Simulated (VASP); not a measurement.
# Cu3N (Pm-3m) in VASP: further runs

Runs on Cu3N. Level: PBE. Tasks: single point.

All numbers are computed with VASP 6.6.1; they aren't measurements. Logs are shortened: lines on timing, memory, paths and dates and some standing lists are left out, and cuts for length are marked.

## (1) The cell of the first run

The structure is cubic, space group Pm-3m (No. 221). The conventional cell has a = 3.906 Å, b = 3.906 Å, c = 3.906 Å, α = 90.00°, β = 90.00°, γ = 90.00°. Within 2.6 Å of Cu (site symmetry 4/mmm) lie 2 N at 1.95 Å. N (site symmetry m-3m) has 6 Cu at 1.95 Å within 2.6 Å.

## (2) Single point, PBE

Input file INCAR:

```
SYSTEM = Cu3N
PREC     = Accurate       ! precision mode
ENCUT    = 600            ! plane-wave cutoff, eV
EDIFF    = 1E-6           ! SCF threshold, eV
ISMEAR   = 0              ! smearing method
SIGMA    = 0.01           ! smearing width, eV
LREAL    = .FALSE.        ! projectors in reciprocal space
LASPH    = .TRUE.         ! aspherical terms in the spheres
NELM     = 120            ! most SCF steps
ALGO     = Normal         ! electronic algorithm
ISIF     = 2              ! what is computed and relaxed
LWAVE    = .FALSE.        ! write WAVECAR
LCHARG   = .TRUE.         ! write CHGCAR
GGA      = PE             ! functional
LELF     = .TRUE.         ! ELF
LVHAR    = .TRUE.       
NBANDS   = 27             ! bands
GGA_COMPAT= .FALSE.
```

Input file KPOINTS:

```
Automatic mesh
0
G
  5 5 5
  0 0 0
```

Input file POSCAR:

```
Cu3N
1.0
    3.9059270574      0.0000000000      0.0000000000
    0.0000000000      3.9059270574      0.0000000000
    0.0000000000      0.0000000000      3.9059270574
Cu N
3 1
Direct
    0.5000000000      0.0000000000      0.0000000000
    0.0000000000      0.5000000000      0.0000000000
    0.0000000000      0.0000000000      0.5000000000
    0.0000000000      0.0000000000      0.0000000000
```

Potentials or basis: VASP PAW PBE potentials, release 64 (Cu, N).

Launch:

```console
> cat potpaw_PBE.64/Cu/POTCAR potpaw_PBE.64/N/POTCAR > POTCAR
> mpirun -np 1 vasp_std > vasp.out
```

OUTCAR:

```text
SYSTEM = Cu3N
   PREC = Accurate
   ENCUT = 600
   EDIFF = 1E-6
   ISMEAR = 0
   LREAL = .FALSE.
   LASPH = .TRUE.
   NELM = 120
   ISIF = 2
   GGA = PE

 ion  position               nearest neighbor table
   1  0.500  0.000  0.000-   4 1.95   4 1.95   2 2.76   3 2.76   2 2.76   2 2.76   3 2.76   3 2.76
                             3 2.76   2 2.76
   2  0.000  0.500  0.000-   4 1.95   4 1.95   1 2.76   3 2.76   1 2.76   3 2.76   3 2.76   3 2.76
                             1 2.76   1 2.76
   3  0.000  0.000  0.500-   4 1.95   4 1.95   1 2.76   1 2.76   2 2.76   2 2.76   2 2.76   2 2.76
                             1 2.76   1 2.76
   4  0.000  0.000  0.000-   1 1.95   2 1.95   3 1.95   3 1.95   2 1.95   1 1.95

  LATTYP: Found a simple cubic cell.
 ALAT       =     3.9059270574

  Lattice vectors:

 A1 = (   3.9059270574,   0.0000000000,   0.0000000000)
 A2 = (   0.0000000000,   3.9059270574,   0.0000000000)
 A3 = (   0.0000000000,   0.0000000000,   3.9059270574)

Analysis of symmetry for initial positions (statically):
=====================================================================
 Subroutine PRICEL returns:
 Original cell was already a primitive cell.

 Routine SETGRP: Setting up the symmetry group for a
 simple cubic supercell.

 Subroutine GETGRP returns: Found 48 space group operations
 (whereof 48 operations were pure point group operations)
 out of a pool of 48 trial point group operations.

The static configuration has the point symmetry O_h .

Analysis of symmetry for dynamics (positions and initial velocities):
=====================================================================
 Subroutine PRICEL returns:
 Original cell was already a primitive cell.

 Routine SETGRP: Setting up the symmetry group for a
 simple cubic supercell.

 Subroutine GETGRP returns: Found 48 space group operations
 (whereof 48 operations were pure point group operations)
 out of a pool of 48 trial point group operations.

The dynamic configuration has the point symmetry O_h .

 Subroutine INISYM returns: Found 48 space group operations
 (whereof 48 operations are pure point group operations),
 and found     1 'primitive' translations

----------------------------------------------------------------------------------------

                                     Primitive cell

  volume of cell :      59.5899

  direct lattice vectors                    reciprocal lattice vectors
     3.905927057  0.000000000  0.000000000     0.256021166  0.000000000  0.000000000
     0.000000000  3.905927057  0.000000000     0.000000000  0.256021166  0.000000000
     0.000000000  0.000000000  3.905927057     0.000000000  0.000000000  0.256021166

  length of vectors
     3.905927057  3.905927057  3.905927057     0.256021166  0.256021166  0.256021166

  position of ions in fractional coordinates (direct lattice)
     0.500000000  0.000000000  0.000000000
     0.000000000  0.500000000  0.000000000
     0.000000000  0.000000000  0.500000000
     0.000000000  0.000000000  0.000000000

  ion indices of the primitive-cell ions
   primitive index   ion index
                 1           1
                 2           2
                 3           3
                 4           4

----------------------------------------------------------------------------------------

 KPOINTS: Automatic mesh

Automatic generation of k-mesh.
 Grid dimensions read from file:
 generate k-points for:    5    5    5

 Generating k-lattice:

  Cartesian coordinates                     Fractional coordinates (reciprocal lattice)
     0.051204233  0.000000000  0.000000000     0.200000000  0.000000000  0.000000000
     0.000000000  0.051204233  0.000000000     0.000000000  0.200000000  0.000000000
     0.000000000  0.000000000  0.051204233     0.000000000  0.000000000  0.200000000

  Length of vectors
     0.051204233  0.051204233  0.051204233

  Shift w.r.t. Gamma in fractional coordinates (k-lattice)
     0.000000000  0.000000000  0.000000000

 Subroutine IBZKPT returns following result:
 ===========================================

 Found     10 irreducible k-points:

 Following reciprocal coordinates:
            Coordinates               Weight
  0.000000  0.000000  0.000000      1.000000
  0.200000  0.000000  0.000000      6.000000
  0.400000  0.000000  0.000000      6.000000
  0.200000  0.200000  0.000000     12.000000
  0.400000  0.200000  0.000000     24.000000
  0.400000  0.400000  0.000000     12.000000
  0.200000  0.200000  0.200000      8.000000
  0.400000  0.200000  0.200000     24.000000
  0.400000  0.400000  0.200000     24.000000
  0.400000  0.400000  0.400000      8.000000
   k-points           NKPTS =     10   k-points in BZ     NKDIM =     10   number of bands    NBANDS=     27
   number of dos      NEDOS =    301   number of ions     NIONS =      4
   total plane-waves  NPLWV =  32768
   dimension x,y,z NGX =    32 NGY =   32 NGZ =   32
   dimension x,y,z NGXF=    64 NGYF=   64 NGZF=   64
   ions per type =               3   1
   NGX,Y,Z   is equivalent  to a cutoff of  13.62, 13.62, 13.62 a.u.
   NGXF,Y,Z  is equivalent  to a cutoff of  27.24, 27.24, 27.24 a.u.
 SYSTEM =  Cu3N
   PREC   = accura    normal or accurate (medium, high low for compatibility)
   ISTART =      0    job   : 0-new  1-cont  2-samecut
   ICHARG =      2    charge: 1-file 2-atom 10-const
   ISPIN  =      1    spin polarized calculation?
   LNONCOLLINEAR =      F non collinear calculations
   LSORBIT =      F    spin-orbit coupling
   LASPH  =      T    aspherical Exc in radial PAW
   ENCUT  =  600.0 eV  44.10 Ry    6.64 a.u.   7.80  7.80  7.80*2*pi/ulx,y,z
   NELM   =    120;   NELMIN=  2; NELMDL= -5     # of ELM steps
   EDIFF  = 0.1E-05   stopping-criterion for ELM
   LREAL  =      F    real-space projection
   EDIFFG = 0.1E-04   stopping-criterion for IOM
   NSW    =      0    number of steps for IOM
   IBRION =     -1    ionic relax: 0-MD 1-quasi-New 2-CG
   NFREE  =      0    steps in history (QN), initial steepest desc. (CG)
   ISIF   =      2    stress and relaxation
   ISYM   =      2    0-nonsym 1-usesym 2-fastsym
   POTIM  = 0.5000    time-step for ionic-motion
   TEBEG  =    0.0;   TEEND  =   0.0 temperature during run
   PSTRESS=    0.0 pullay stress
   NELECT =      38.0000    total number of electrons
   NUPDOWN=      -1.0000    fix difference up-down
   EMIN   =  10.00;   EMAX   =-10.00  energy-range for DOS
   EFERMI =   0.00;   METHOD = LEGACY
   ISMEAR =     0;   SIGMA  =   0.01  broadening in eV -4-tet -1-fermi 0-gaus
   EFERMI_NEDOS =   21; number of points for ismear=-14 and -15
   IALGO  =     38    algorithm
   IMIX   =      4    mixing-type and parameters
     AMIX     =   0.40;   BMIX     =  1.00
     AMIX_MAG =   1.60;   BMIX_MAG =  1.00
  volume/ion in A,a.u.               =      14.90       100.53
  Fermi-wavevector in a.u.,A,eV,Ry     =   1.409111  2.662834 27.015648  1.985594
  Thomas-Fermi vector in A             =   2.531200
   LORBIT       =      0    0 simple, 1 ext, 2 COOP (PROOUT), +10 PAW based schemes
   GGA     = PE    functional components
   LHFCALC =     F    Hartree Fock is set to
   AEXX    =    0.0000 exact exchange contribution
   IVDW    =     0    specifies the selected vdW correction
   LEPSILON=     F    determine dielectric tensor
   LRPA    =     F    only Hartree local field effects (RPA)
 non-spin polarized calculation
 Gauss-broadening in eV      SIGMA  =   0.01
  energy-cutoff  :      600.00
  volume of cell :       59.59
 maximum number of plane-waves:      1993
 NGX is ok and might be reduce to    32
   NGX = 15   NGY = 15   NGZ = 15

 number of electron      37.9999989 magnetization

 Free energy of the ion-electron system (eV)
  ---------------------------------------------------
  ext. energy  EPLUGINS =         0.00000000
  ---------------------------------------------------
  free energy    TOTEN  =       -18.34502807 eV

  energy without entropy =      -18.34502807  energy(sigma->0) =      -18.34502807

 E-fermi :   3.8987     XC(G=0): -10.4244

 val. band max:        3.8535647475   @ k =   0.4000   0.4000   0.4000
 cond. band min:       4.9578466911   @ k =   0.0000   0.0000   0.0000
 fundamental gap:      1.1042819436
 Fermi energy:         3.8986805964

 k-point     1 :       0.0000    0.0000    0.0000
  band No.  band energies     occupation
      1     -12.0151      2.00000
      2      -0.6121      2.00000
      3      -0.1865      2.00000
      4      -0.1865      2.00000
      5      -0.1865      2.00000
      6       0.7009      2.00000
[... 19 lines left out ...]
     26      15.9625      0.00000
     27      15.9625      0.00000

 k-point     2 :       0.2000    0.0000    0.0000
  band No.  band energies     occupation
      1     -11.8972      2.00000
      2      -1.4043      2.00000
      3      -0.4863      2.00000
      4      -0.4863      2.00000
      5      -0.1868      2.00000
      6       0.7353      2.00000
[... 19 lines left out ...]
     26      14.1925      0.00000
     27      14.6939      0.00000

 k-point     3 :       0.4000    0.0000    0.0000
  band No.  band energies     occupation
      1     -11.6907      2.00000
      2      -2.5536      2.00000
      3      -0.7908      2.00000
      4      -0.7908      2.00000
      5       0.4534      2.00000
      6       0.7955      2.00000
[... 19 lines left out ...]
     26      13.3418      0.00000
     27      13.3418      0.00000

 k-point     4 :       0.2000    0.2000    0.0000
  band No.  band energies     occupation
      1     -11.7787      2.00000
      2      -1.5152      2.00000
      3      -1.4384      2.00000
      4      -0.7107      2.00000
      5       0.1005      2.00000
      6       0.8979      2.00000
[... 19 lines left out ...]
     26      13.5584      0.00000
     27      14.0009      0.00000
[... 96 lines left out ...]
      4      -1.6934      2.00000
      5       0.8799      2.00000
      6       1.1442      2.00000
[... 19 lines left out ...]
     26      14.9121      0.00000
     27      15.2405      0.00000

 k-point     9 :       0.4000    0.4000    0.2000
  band No.  band energies     occupation
      1     -11.2395      2.00000
      2      -2.6942      2.00000
      3      -2.6893      2.00000
      4      -1.8517      2.00000
      5       1.1509      2.00000
      6       1.2740      2.00000
[... 19 lines left out ...]
     26      13.1004      0.00000
     27      16.4235      0.00000

 k-point    10 :       0.4000    0.4000    0.4000
  band No.  band energies     occupation
      1     -11.0245      2.00000
      2      -2.7788      2.00000
      3      -2.7788      2.00000
      4      -2.7600      2.00000
      5       1.0057      2.00000
      6       1.3943      2.00000
[... 19 lines left out ...]
     26      11.4654      0.00000
     27      15.5726      0.00000

------------------------ aborting loop because EDIFF is reached ----------------------------------------

  FORCE on cell =-STRESS in cart. coord.  units (eV):
  Direction    XX          YY          ZZ          XY          YZ          ZX
  --------------------------------------------------------------------------------------
  -------------------------------------------------------------------------------------
  Total       -2.1722336     -2.1722336     -2.1722336      0.0000000      0.0000000     -0.0000000
  in kB      -58.4042854    -58.4042854    -58.4042854      0.0000000      0.0000000     -0.0000000
  external PRESSURE =     -58.4042854 kB  Pullay stress =       0.0000000 kB

 VOLUME and BASIS-vectors are now :
 -----------------------------------------------------------------------------
  energy-cutoff  :      600.00
  volume of cell :       59.59
      direct lattice vectors                 reciprocal lattice vectors
     3.905927057  0.000000000  0.000000000     0.256021166  0.000000000  0.000000000
     0.000000000  3.905927057  0.000000000     0.000000000  0.256021166  0.000000000
     0.000000000  0.000000000  3.905927057     0.000000000  0.000000000  0.256021166

 POSITION                                       TOTAL-FORCE (eV/Angst)
 -----------------------------------------------------------------------------------
      1.95296      0.00000      0.00000         0.000000      0.000000      0.000000
      0.00000      1.95296      0.00000         0.000000      0.000000      0.000000
      0.00000      0.00000      1.95296         0.000000      0.000000      0.000000
      0.00000      0.00000      0.00000         0.000000      0.000000      0.000000
 -----------------------------------------------------------------------------------
    total drift:                                0.000000      0.000000     -0.000000

  FREE ENERGIE OF THE ION-ELECTRON SYSTEM (eV)
  ---------------------------------------------------
  free  energy   TOTEN  =       -18.3450280738 eV

  energy  without entropy=      -18.3450280738  energy(sigma->0) =      -18.34502807
```

Wall time 16 s (1 thread of Intel Xeon Platinum 8488C (Sapphire Rapids), shared host); peak memory 0.18 GiB.

Results:

| Property | Result |
| --- | --- |
| Free energy | -18.3450 eV |
| Pressure | -5.8 GPa |
| Band gap on the k mesh | 1.10 eV, indirect (least direct gap 1.88 eV) |

## (3) Single point, PBE

This run uses another cell than the first one, of 15.45 Å³/atom, 1.037 times its volume.

Input file INCAR:

```
SYSTEM = Cu3N
ALGO     = Normal         ! electronic algorithm
EDIFF    = 1E-6           ! SCF threshold, eV
ENCUT    = 600            ! plane-wave cutoff, eV
GGA      = PE             ! functional
GGA_COMPAT= .FALSE.      
ISIF     = 2              ! what is computed and relaxed
ISMEAR   = 0              ! smearing method
LASPH    = .TRUE.         ! aspherical terms in the spheres
LCHARG   = .TRUE.         ! write CHGCAR
LELF     = .TRUE.         ! ELF
LREAL    = .FALSE.        ! projectors in reciprocal space
LVHAR    = .TRUE.       
LWAVE    = .FALSE.        ! write WAVECAR
NBANDS   = 27             ! bands
NELM     = 120            ! most SCF steps
PREC     = Accurate       ! precision mode
SIGMA    = 0.01           ! smearing width, eV
```

Input file KPOINTS:

```
k-points
0
G
  5 5 5
  0 0 0
```

Input file POSCAR:

```
Cu3N
1.0
    3.9535650091      0.0000000000      0.0000000000
    0.0000000000      3.9535650091      0.0000000000
    0.0000000000      0.0000000000      3.9535650091
Cu N
3 1
Direct
    0.5000000000      0.0000000000      0.0000000000
    0.0000000000      0.5000000000      0.0000000000
    0.0000000000      0.0000000000      0.5000000000
    0.0000000000      0.0000000000      0.0000000000
```

Potentials or basis: VASP PAW PBE potentials, release 64 (Cu, N).

Launch:

```console
> cat potpaw_PBE.64/Cu/POTCAR potpaw_PBE.64/N/POTCAR > POTCAR
> mpirun -np 1 vasp_std > vasp.out
```

OUTCAR:

```text
SYSTEM = Cu3N
   EDIFF = 1E-6
   ENCUT = 600
   GGA = PE
   ISIF = 2
   ISMEAR = 0
   LASPH = .TRUE.
   LREAL = .FALSE.
   NELM = 120
   PREC = Accurate

 ion  position               nearest neighbor table
   1  0.500  0.000  0.000-   4 1.98   4 1.98
   2  0.000  0.500  0.000-   4 1.98   4 1.98
   3  0.000  0.000  0.500-   4 1.98   4 1.98
   4  0.000  0.000  0.000-   1 1.98   2 1.98   3 1.98   3 1.98   2 1.98   1 1.98

  LATTYP: Found a simple cubic cell.
 ALAT       =     3.9535650091

[... 478 lines left out ...]

  FORCE on cell =-STRESS in cart. coord.  units (eV):
  Direction    XX          YY          ZZ          XY          YZ          ZX
  --------------------------------------------------------------------------------------
  -------------------------------------------------------------------------------------
  Total       -3.3585219     -3.3585219     -3.3585219     -0.0000000     -0.0000000     -0.0000000
  in kB      -87.0747249    -87.0747249    -87.0747249     -0.0000000     -0.0000000     -0.0000000
  external PRESSURE =     -87.0747249 kB  Pullay stress =       0.0000000 kB

 VOLUME and BASIS-vectors are now :
 -----------------------------------------------------------------------------
  energy-cutoff  :      600.00
  volume of cell :       61.80
      direct lattice vectors                 reciprocal lattice vectors
     3.953565009  0.000000000  0.000000000     0.252936273  0.000000000  0.000000000
     0.000000000  3.953565009  0.000000000     0.000000000  0.252936273  0.000000000
     0.000000000  0.000000000  3.953565009     0.000000000  0.000000000  0.252936273

 POSITION                                       TOTAL-FORCE (eV/Angst)
 -----------------------------------------------------------------------------------
      1.97678      0.00000      0.00000         0.000000      0.000000      0.000000
      0.00000      1.97678      0.00000         0.000000      0.000000      0.000000
      0.00000      0.00000      1.97678         0.000000      0.000000      0.000000
      0.00000      0.00000      0.00000         0.000000      0.000000      0.000000
 -----------------------------------------------------------------------------------
    total drift:                                0.000000      0.000000     -0.000000

  FREE ENERGIE OF THE ION-ELECTRON SYSTEM (eV)
  ---------------------------------------------------
  free  energy   TOTEN  =       -18.2460589853 eV

  energy  without entropy=      -18.2460589853  energy(sigma->0) =      -18.24605899
```

OSZICAR:

```text
N       E                     dE             d eps       ncg     rms          rms(c)
DAV:   1     0.309475696058E+03    0.30948E+03   -0.18819E+04   540   0.237E+03
DAV:   2     0.176720610923E+02   -0.29180E+03   -0.27946E+03   543   0.383E+02
DAV:   3    -0.207901139650E+02   -0.38462E+02   -0.36298E+02   726   0.164E+02
DAV:   4    -0.225057681103E+02   -0.17157E+01   -0.16983E+01   796   0.381E+01
DAV:   5    -0.225190555194E+02   -0.13287E-01   -0.13282E-01   729   0.354E+00    0.150E+01
DAV:   6    -0.207583088525E+02    0.17607E+01   -0.36330E+01   730   0.130E+02    0.106E+01
DAV:   7    -0.182381494661E+02    0.25202E+01   -0.95186E+00   656   0.756E+01    0.249E+00
DAV:   8    -0.182686631744E+02   -0.30514E-01   -0.79396E-01   655   0.602E+00    0.133E+00
DAV:   9    -0.182478639351E+02    0.20799E-01   -0.53052E-02   664   0.276E+00    0.388E-01
DAV:  10    -0.182463044838E+02    0.15595E-02   -0.15072E-02   719   0.212E+00    0.153E-01
DAV:  11    -0.182461048243E+02    0.19966E-03   -0.16428E-03   825   0.771E-01    0.504E-02
DAV:  12    -0.182460568991E+02    0.47925E-04   -0.23254E-04   814   0.172E-01    0.180E-02
DAV:  13    -0.182460586982E+02   -0.17990E-05   -0.46329E-05   755   0.832E-02    0.699E-03
DAV:  14    -0.182460598699E+02   -0.11718E-05   -0.75432E-06   572   0.278E-02    0.605E-03
DAV:  15    -0.182460589853E+02    0.88464E-06   -0.25792E-06   366   0.269E-02
   1 F= -.18246059E+02 E0= -.18246059E+02  d E =-.698406E-53
```

Wall time 16 s (1 thread of Intel Xeon Platinum 8488C (Sapphire Rapids), shared host); peak memory 0.17 GiB.

Results:

```
Free energy            : -18.2461 eV
Pressure               : -8.7 GPa
Band gap on the k mesh : 0.99 eV, indirect (least direct gap 1.91 eV)
```

A k mesh can miss the band edges. PBE gaps usually lie below the measured ones, often by a third to a half.
